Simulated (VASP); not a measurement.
# PbSe (Fm-3m) in VASP: notebook

Runs on PbSe. Level: LDA. Tasks: single point.

Everything below comes from runs of VASP 6.6.1. Logs are shortened: lines on timing, memory, paths and dates and some standing lists are left out, and cuts for length are marked.

## Step 1: The cell of the first run

The structure is cubic, space group Fm-3m (No. 225). Conventional cell: a = 6.121 Å, b = 6.121 Å, c = 6.121 Å, α = 90.00°, β = 90.00°, γ = 90.00°. Pb (site symmetry m-3m) has 6 Se at 3.06 Å within 4.0 Å. Se (site symmetry m-3m) has 6 Pb at 3.06 Å within 4.0 Å.

## Step 2: Single point, LDA

The input, INCAR:

```
SYSTEM = PbSe
PREC = Accurate
ENCUT = 500
EDIFF = 1E-6
ISMEAR = -1
SIGMA = 0.02
LREAL = .False.
LASPH = .True.
NELM = 120
ALGO = Normal
ISIF = 2
LWAVE = .False.
LCHARG = .False.
NBANDS = 17
GGA_COMPAT = .False.
```

The input, KPOINTS:

```
regular mesh
0
Gamma
  2 2 2
  0 0 0
```

The input, POSCAR:

```
PbSe
1.0
    0.0000000000      3.0606500000      3.0606500000
    3.0606500000      0.0000000000      3.0606500000
    3.0606500000      3.0606500000      0.0000000000
Pb Se
1 1
Direct
    0.0000000000      0.0000000000      0.0000000000
    0.5000000000      0.5000000000      0.5000000000
```

Potentials or basis: VASP PAW LDA potentials, release 64 (Pb_d, Se).

Launch:

```console
$ cat potpaw_LDA.64/Pb_d/POTCAR potpaw_LDA.64/Se/POTCAR > POTCAR
$ mpirun -np 1 vasp_std > vasp.out
```

OUTCAR:

```text
SYSTEM = PbSe
   PREC = Accurate
   ENCUT = 500
   EDIFF = 1E-6
   ISMEAR = -1
   LREAL = .False.
   LASPH = .True.
   NELM = 120
   ISIF = 2

 ion  position               nearest neighbor table
   1  0.000  0.000  0.000-   2 3.06   2 3.06   2 3.06   2 3.06   2 3.06   2 3.06
   2  0.500  0.500  0.500-   1 3.06   1 3.06   1 3.06   1 3.06   1 3.06   1 3.06

  LATTYP: Found a face centered cubic cell.
 ALAT       =     6.1213000000

  Lattice vectors:

 A1 = (   0.0000000000,   3.0606500000,   3.0606500000)
 A2 = (   3.0606500000,   0.0000000000,   3.0606500000)
 A3 = (   3.0606500000,   3.0606500000,   0.0000000000)

Analysis of symmetry for initial positions (statically):
=====================================================================
 Subroutine PRICEL returns:
 Original cell was already a primitive cell.

 Routine SETGRP: Setting up the symmetry group for a
 face centered cubic supercell.

 Subroutine GETGRP returns: Found 48 space group operations
 (whereof 48 operations were pure point group operations)
 out of a pool of 48 trial point group operations.

The static configuration has the point symmetry O_h .

Analysis of symmetry for dynamics (positions and initial velocities):
=====================================================================
 Subroutine PRICEL returns:
 Original cell was already a primitive cell.

 Routine SETGRP: Setting up the symmetry group for a
 face centered cubic supercell.

 Subroutine GETGRP returns: Found 48 space group operations
 (whereof 48 operations were pure point group operations)
 out of a pool of 48 trial point group operations.

The dynamic configuration has the point symmetry O_h .

 Subroutine INISYM returns: Found 48 space group operations
 (whereof 48 operations are pure point group operations),
 and found     1 'primitive' translations

----------------------------------------------------------------------------------------

                                     Primitive cell

  volume of cell :      57.3418

  direct lattice vectors                    reciprocal lattice vectors
     0.000000000  3.060650000  3.060650000    -0.163363991  0.163363991  0.163363991
     3.060650000  0.000000000  3.060650000     0.163363991 -0.163363991  0.163363991
     3.060650000  3.060650000  0.000000000     0.163363991  0.163363991 -0.163363991

  length of vectors
     4.328412740  4.328412740  4.328412740     0.282954733  0.282954733  0.282954733

  position of ions in fractional coordinates (direct lattice)
     0.000000000  0.000000000  0.000000000
     0.500000000  0.500000000  0.500000000

  ion indices of the primitive-cell ions
   primitive index   ion index
                 1           1
                 2           2

----------------------------------------------------------------------------------------

 KPOINTS: regular mesh

Automatic generation of k-mesh.
 Grid dimensions read from file:
 generate k-points for:    2    2    2

 Generating k-lattice:

  Cartesian coordinates                     Fractional coordinates (reciprocal lattice)
    -0.081681996  0.081681996  0.081681996     0.500000000  0.000000000  0.000000000
     0.081681996 -0.081681996  0.081681996     0.000000000  0.500000000  0.000000000
     0.081681996  0.081681996 -0.081681996     0.000000000  0.000000000  0.500000000

  Length of vectors
     0.141477367  0.141477367  0.141477367

  Shift w.r.t. Gamma in fractional coordinates (k-lattice)
     0.000000000  0.000000000  0.000000000

 Subroutine IBZKPT returns following result:
 ===========================================

 Found      3 irreducible k-points:

 Following reciprocal coordinates:
            Coordinates               Weight
  0.000000  0.000000  0.000000      1.000000
  0.500000  0.000000  0.000000      4.000000
  0.500000  0.500000  0.000000      3.000000
   k-points           NKPTS =      3   k-points in BZ     NKDIM =      3   number of bands    NBANDS=     17
   number of dos      NEDOS =    301   number of ions     NIONS =      2
   total plane-waves  NPLWV =  32768
   dimension x,y,z NGX =    32 NGY =   32 NGZ =   32
   dimension x,y,z NGXF=    64 NGYF=   64 NGZF=   64
   ions per type =               1   1
   NGX,Y,Z   is equivalent  to a cutoff of  12.29, 12.29, 12.29 a.u.
   NGXF,Y,Z  is equivalent  to a cutoff of  24.58, 24.58, 24.58 a.u.
 SYSTEM =  PbSe
   PREC   = accura    normal or accurate (medium, high low for compatibility)
   ISTART =      0    job   : 0-new  1-cont  2-samecut
   ICHARG =      2    charge: 1-file 2-atom 10-const
   ISPIN  =      1    spin polarized calculation?
   LNONCOLLINEAR =      F non collinear calculations
   LSORBIT =      F    spin-orbit coupling
   LASPH  =      T    aspherical Exc in radial PAW
   ENCUT  =  500.0 eV  36.75 Ry    6.06 a.u.   7.89  7.89  7.89*2*pi/ulx,y,z
   NELM   =    120;   NELMIN=  2; NELMDL= -5     # of ELM steps
   EDIFF  = 0.1E-05   stopping-criterion for ELM
   LREAL  =      F    real-space projection
   EDIFFG = 0.1E-04   stopping-criterion for IOM
   NSW    =      0    number of steps for IOM
   IBRION =     -1    ionic relax: 0-MD 1-quasi-New 2-CG
   NFREE  =      0    steps in history (QN), initial steepest desc. (CG)
   ISIF   =      2    stress and relaxation
   ISYM   =      2    0-nonsym 1-usesym 2-fastsym
   POTIM  = 0.5000    time-step for ionic-motion
   TEBEG  =    0.0;   TEEND  =   0.0 temperature during run
   PSTRESS=    0.0 pullay stress
   NELECT =      20.0000    total number of electrons
   NUPDOWN=      -1.0000    fix difference up-down
   EMIN   =  10.00;   EMAX   =-10.00  energy-range for DOS
   EFERMI =   0.00;   METHOD = LEGACY
   ISMEAR =    -1;   SIGMA  =   0.02  broadening in eV -4-tet -1-fermi 0-gaus
   EFERMI_NEDOS =   21; number of points for ismear=-14 and -15
   IALGO  =     38    algorithm
   IMIX   =      4    mixing-type and parameters
     AMIX     =   0.40;   BMIX     =  1.00
     AMIX_MAG =   1.60;   BMIX_MAG =  1.00
  volume/ion in A,a.u.               =      28.67       193.48
  Fermi-wavevector in a.u.,A,eV,Ry     =   1.152377  2.177676 18.068159  1.327972
  Thomas-Fermi vector in A             =   2.289028
   LORBIT       =      0    0 simple, 1 ext, 2 COOP (PROOUT), +10 PAW based schemes
   GGA     = CA    functional components
   LHFCALC =     F    Hartree Fock is set to
   AEXX    =    0.0000 exact exchange contribution
   IVDW    =     0    specifies the selected vdW correction
   LEPSILON=     F    determine dielectric tensor
   LRPA    =     F    only Hartree local field effects (RPA)
 non-spin polarized calculation
  energy-cutoff  :      500.00
  volume of cell :       57.34
 maximum number of plane-waves:      1459
 NGX is ok and might be reduce to    32
   NGX = 15   NGY = 15   NGZ = 15

 number of electron      19.9999997 magnetization

 Free energy of the ion-electron system (eV)
  ---------------------------------------------------
  ext. energy  EPLUGINS =         0.00000000
  ---------------------------------------------------
  free energy    TOTEN  =        -7.86104855 eV

  energy without entropy =       -7.83390989  energy(sigma->0) =       -7.84747922

 E-fermi :   5.0459     XC(G=0):  -9.8400

 val. band max:        5.0390004074   @ k =   0.5000   0.0000   0.0000
 cond. band min:       5.0528104174   @ k =   0.5000   0.0000   0.0000
 fundamental gap:      0.0138100100
 Fermi energy:         5.0459054124

 k-point     1 :       0.0000    0.0000    0.0000
  band No.  band energies     occupation
      1     -12.1538      2.00000
      2     -12.1538      2.00000
      3     -12.1538      2.00000
      4     -12.1513      2.00000
      5     -12.1513      2.00000
      6      -8.4993      2.00000
[... 9 lines left out ...]
     16      11.4059      0.00000
     17      12.8971      0.00000

 k-point     2 :       0.5000    0.0000    0.0000
  band No.  band energies     occupation
      1     -12.1748      2.00000
      2     -12.1748      2.00000
      3     -12.1506      2.00000
      4     -12.1205      2.00000
      5     -12.1205      2.00000
      6      -7.3095      2.00000
[... 9 lines left out ...]
     16      15.1132      0.00000
     17      15.1132      0.00000

 k-point     3 :       0.5000    0.5000    0.0000
  band No.  band energies     occupation
      1     -12.2630      2.00000
      2     -12.1718      2.00000
      3     -12.1323      2.00000
      4     -12.1092      2.00000
      5     -12.1092      2.00000
      6      -6.9603      2.00000
[... 9 lines left out ...]
     16      16.4927      0.00000
     17      17.7041      0.00000

------------------------ aborting loop because EDIFF is reached ----------------------------------------

  FORCE on cell =-STRESS in cart. coord.  units (eV):
  Direction    XX          YY          ZZ          XY          YZ          ZX
  --------------------------------------------------------------------------------------
  -------------------------------------------------------------------------------------
  Total        0.9781576      0.9781576      0.9781576      0.0000000      0.0000000      0.0000000
  in kB       27.3305528     27.3305528     27.3305528      0.0000000      0.0000000      0.0000000
  external PRESSURE =      27.3305528 kB  Pullay stress =       0.0000000 kB

 VOLUME and BASIS-vectors are now :
 -----------------------------------------------------------------------------
  energy-cutoff  :      500.00
  volume of cell :       57.34
      direct lattice vectors                 reciprocal lattice vectors
     0.000000000  3.060650000  3.060650000    -0.163363991  0.163363991  0.163363991
     3.060650000  0.000000000  3.060650000     0.163363991 -0.163363991  0.163363991
     3.060650000  3.060650000  0.000000000     0.163363991  0.163363991 -0.163363991

 POSITION                                       TOTAL-FORCE (eV/Angst)
 -----------------------------------------------------------------------------------
      0.00000      0.00000      0.00000         0.000000     -0.000000      0.000000
      3.06065      3.06065      3.06065        -0.000000      0.000000     -0.000000
 -----------------------------------------------------------------------------------
    total drift:                                0.000000     -0.000000     -0.000000

  FREE ENERGIE OF THE ION-ELECTRON SYSTEM (eV)
  ---------------------------------------------------
  free  energy   TOTEN  =        -7.8610485487 eV

  energy  without entropy=       -7.8339098862  energy(sigma->0) =       -7.84747922
```

Run time: 3.8 s. Hardware: 1 thread of AMD EPYC 7R13 (Zen 3), shared host; peak memory 0.11 GiB.

Results:

```
Free energy            : -7.8610 eV
Pressure               : 2.7 GPa
Band gap on the k mesh : 0.01 eV
```

Levels at points of the mesh, in eV from the valence-band top:
| k point | band 7 | band 8 | band 9 | band 10 | band 11 | band 12 | band 13 | band 14 |
| --- | --- | --- | --- | --- | --- | --- | --- | --- |
| (0.00, 0.00, 0.00) | -6.53 | -1.79 | -1.79 | -1.79 | 4.40 | 4.40 | 4.40 | 6.37 |
| (0.50, 0.00, 0.00) | -9.10 | -1.33 | -1.33 | 0.00 | 0.01 | 1.39 | 1.39 | 8.34 |
| (0.50, 0.50, 0.00) | -7.73 | -5.06 | -3.24 | -3.24 | 3.48 | 5.41 | 5.41 | 5.96 |

Caveat: the k points lie up to 0.89 Å⁻¹ apart; spin-orbit coupling is left out, which moves the levels of the heavy elements. A k mesh can miss the band edges.

## Step 3: Single point, LDA

The input, INCAR:

```
PREC     = Accurate       # precision mode
ENCUT    = 500            # plane-wave cutoff, eV
EDIFF    = 1E-6           # SCF threshold, eV
ISMEAR   = -1             # smearing method
SIGMA    = 0.02           # smearing width, eV
LREAL    = F              # projectors in reciprocal space
LASPH    = T              # aspherical terms in the spheres
NELM     = 120            # most SCF steps
ALGO     = Normal         # electronic algorithm
ISIF     = 2              # what is computed and relaxed
LWAVE    = F              # write WAVECAR
LCHARG   = T              # write CHGCAR
LELF     = T              # ELF
LVHAR    = T            
NBANDS   = 17             # bands
GGA_COMPAT= F
```

The input, KPOINTS:

```
Automatic mesh
0
Gamma
  3 3 3
```

POSCAR is that of step 2.

Potentials or basis: VASP PAW LDA potentials, release 64 (Pb_d, Se).

Launch:

```console
$ cat potpaw_LDA.64/Pb_d/POTCAR potpaw_LDA.64/Se/POTCAR > POTCAR
$ mpirun -np 1 vasp_std > vasp.out
```

It took 4.6 s on 1 thread of AMD EPYC 7R13 (Zen 3), shared host; peak memory 0.12 GiB.

Results (log left out):

```yaml
Free_energy: -9.5710 eV
Pressure: -3.0 GPa
```

Levels at points of the mesh, in eV from the Fermi level:
| k point | band 7 | band 8 | band 9 | band 10 | band 11 | band 12 | band 13 | band 14 |
| --- | --- | --- | --- | --- | --- | --- | --- | --- |
| (0.00, 0.00, 0.00) | -6.21 | -1.71 | -1.71 | -1.71 | 4.78 | 4.78 | 4.78 | 6.66 |

Caveat: the k points lie up to 0.59 Å⁻¹ apart; this odd mesh misses L, so gap, dielectric constants and Born charges aren't listed; spin-orbit coupling is left out, which moves the levels of the heavy elements.
